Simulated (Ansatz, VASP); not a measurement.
Bi2Te2O in VASP and in Ansatz

```
CELL_PARAMETERS angstrom
5.44328 0.00000 0.00000
-2.72164 4.71402 0.00000
0.00000 0.00000 7.48292
ATOMIC_POSITIONS crystal
Bi 0.00000 0.00000 0.21923
Bi 0.00000 0.00000 0.78077
Te 0.33333 0.66667 0.00000
Te 0.66667 0.33333 0.00000
O 0.00000 0.00000 0.50000
```

Alike in both runs: functional PBE; k mesh 6 × 6 × 4; occupations gaussian, width 0.1 eV; no spin polarisation.

Ansatz relaxed the structure, and its values are those at the end. VASP's run is a single point on that final structure, the one shown.

|  | VASP | Ansatz |
| --- | --- | --- |
| version | VASP 6.6.1 | Ansatz 0.2.0 |
| potentials or method | VASP PAW PBE potentials, release 64 (Bi_d, Te, O), cutoff 520 eV | scalar-relativistic, plane waves, PAW |
| valence electrons in the cell | 48 | 68 |

```tsv
	VASP	Ansatz	Ansatz less VASP
gap on the k mesh at the Fermi level (eV)	none	none	-
pressure (GPa)	0.0	0.0	0.00
rms of the force components (eV/Å)	0.011	0.004	-0.0076
```

A gap of «none» marks a metal or a gap that the smearing closes. VASP's potentials hold 48 valence electrons a cell and Ansatz's 68, so a difference there can come from the potentials and not from the codes.

Spin-orbit coupling is off throughout.
